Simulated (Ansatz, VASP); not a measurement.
**Two plane-wave programs on SnO2**

INCAR

```
PREC = Accurate
ENCUT = 600
EDIFF = 1E-7
ISMEAR = 0
SIGMA = 0.02
LREAL = False
LASPH = True
NELM = 80
ALGO = Normal
ISIF = 3
LWAVE = False
LCHARG = False
GGA = PE
IVDW = 12
IBRION = 2
NSW = 100
EDIFFG = -0.005
```

KPOINTS

```
regular mesh
0
Gamma
  6 6 8
```

POSCAR

```
SnO2
1.0
    4.7373500000      0.0000000000      0.0000000000
    0.0000000000      4.7373500000      0.0000000000
    0.0000000000      0.0000000000      3.1864000000
Sn O
2 4
Direct
    0.0000000000      0.0000000000      0.0000000000
    0.5000000000      0.5000000000      0.5000000000
    0.3056200000      0.3056200000      0.0000000000
    0.1943800000      0.8056200000      0.5000000000
    0.6943800000      0.6943800000      0.0000000000
    0.8056200000      0.1943800000      0.5000000000
```

Input for Ansatz:

```yaml
crystal:
  lattice:
    - [4.73735, 0.0, 0.0]
    - [0.0, 4.73735, 0.0]
    - [0.0, 0.0, 3.1864]
  atoms:
    - { symbol: Sn, position: [0.0, 0.0, 0.0] }
    - { symbol: Sn, position: [0.5, 0.5, 0.5] }
    - { symbol: O, position: [0.30562, 0.30562, 0.0] }
    - { symbol: O, position: [0.19438, 0.80562, 0.5] }
    - { symbol: O, position: [0.69438, 0.69438, 0.0] }
    - { symbol: O, position: [0.80562, 0.19438, 0.5] }
basis:
  ecutwfc: 420
kpoints:
  mp_grid: { grid: [6, 6, 8] }
hamiltonian:
  xc: pbe
  dispersion: d3bj
scf:
  occupations: { method: gaussian, width: 0.02 }
output:
  forces: true
  stress: true
  eigenvalues: true
  write_density: true
  write_potential: true
  elf: true
  volumetric_format: npy
relax:
  adjacent_minimum: "off"
  f_tol: 0.005
  max_steps: 80
  cell: { stress_tol: 0.05 }
```

Alike in both runs: task relaxation of cell and atoms; functional PBE; dispersion D3(BJ); k mesh 6 × 6 × 8; occupations gaussian, width 0.02 eV; no spin polarisation.

|  | VASP | Ansatz |
| --- | --- | --- |
| version | VASP 6.6.1 | Ansatz 0.2.0 |
| potentials or method | VASP PAW PBE potentials, release 64 (Sn_d, O), cutoff 600 eV | scalar-relativistic, plane waves, PAW |
| valence electrons in the cell | 52 | 52 |

```tsv
	VASP	Ansatz	Ansatz less VASP
gap on the k mesh at the Fermi level, each at its own relaxed structure (eV)	0.80	0.84	+0.040
relaxed volume (Å³/atom)	12.40	12.37	-0.031
relaxed length of the cell vector where the two differ most in proportion (Å)	3.234	3.230	-0.0039
```
